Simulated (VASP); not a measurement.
# H2: single point with PBE

H2, in a box:

```
H
1.0
     7.00000    0.00000    0.00000
     0.00000    7.00000    0.00000
     0.00000    0.00000    9.00000
H
2
Direct
  0.50000 0.50000 0.33333
  0.50000 0.50000 0.66667
```

```yaml
Program: VASP 6.6.1
Task: single point
Functional: PBE
Potentials_or_basis: VASP PAW PBE potentials, release 64 (H)
Cutoff: 400 eV
k_mesh: 1 × 1 × 2
Occupations: fermi-dirac, width 0.05 eV
Spin: collinear spin, ferromagnetic start
Starting_moments: "[1.0, 1.0] μB"
```

The largest force is 0.051 eV/Å. The gap between the frontier levels is 6.67 eV. The net moment is 2.00 μB per cell, the site moments are H +0.38 μB and the valence electrons inside the program's atomic spheres are H 0.38.

Forces on the atoms (eV/Å):
```
H    0.000  0.000 -0.051
H    0.000  0.000  0.051
```

Levels at points of the mesh, in eV from the valence-band top:
Spin up:
| k point | band 1 | band 2 | band 3 | band 4 | band 5 |
| --- | --- | --- | --- | --- | --- |
| (0.00, 0.00, 0.00) | -0.57 | 0.00 | 6.67 | 7.81 | 8.39 |
| (0.00, 0.00, 0.50) | -0.56 | -0.01 | 6.96 | 7.16 | 8.58 |
Spin down:
```csv
k point,band 1,band 2,band 3,band 4
"(0.00, 0.00, 0.00)",7.59,9.37,9.52,10.44
"(0.00, 0.00, 0.50)",7.95,8.18,10.88,10.93
```

It took 120 s on 1 thread of Intel Xeon 8259CL, with other jobs on the host, peak memory 0.43 GiB.
